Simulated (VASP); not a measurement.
A run of VASP 6.6.1 is set up as follows.

File POSCAR:

```
Ni
1.0
    0.0000000000      2.5484878774      2.5484878774
    2.5484878774      0.0000000000      2.5484878774
    2.5484878774      2.5484878774      0.0000000000
Ni
2
Direct
    0.1250000000      0.1250000000      0.1250000000
    0.8750000000      0.8750000000      0.8750000000
```

INCAR.step1

```
SYSTEM = Ni
ALGO = Normal
EDIFF = 1E-5
ENCUT = 520
GGA = PE
ISIF = 2
ISMEAR = -1
LASPH = .True.
LCHARG = .False.
LREAL = .False.
LWAVE = .True.
NBANDS = 17
NELM = 100
PREC = Accurate
SIGMA = 0.1
```

Contents of INCAR.step2:

```
SYSTEM = Ni
ALGO = Normal
EDIFF = 1E-6
ENCUT = 520
GGA = PE
HFSCREEN = 0.2079
ISIF = 2
ISMEAR = -1
ISTART = 1
LASPH = .True.
LCHARG = .False.
LHFCALC = .True.
LREAL = .False.
LWAVE = .False.
NBANDS = 17
NELM = 100
PREC = Accurate
PRECFOCK = Normal
SIGMA = 0.1
```

Contents of KPOINTS:

```
k-points
0
Gamma
  6 6 6
  0 0 0
```

Potentials or basis: VASP PAW PBE potentials, release 64 (Ni).

Command:

```sh
$ cat potpaw_PBE.64/Ni/POTCAR > POTCAR
$ cp INCAR.step1 INCAR
$ mpirun -np 1 vasp_std > vasp.out
$ cp INCAR.step2 INCAR
$ mpirun -np 1 vasp_std > vasp.out
```

Estimate the pressure.

-2.6 GPa.

Predict the band gap on the k mesh.

zero (bands 10 and 11 overlap by 0.71 eV).

Caveat: the PAW data sets were made with another functional, which shifts forces and pressure a little; the run has no spin polarisation, though such a crystal can be magnetic. Spin polarisation is off, so any magnetic state and its effect on volume and gap are missing.
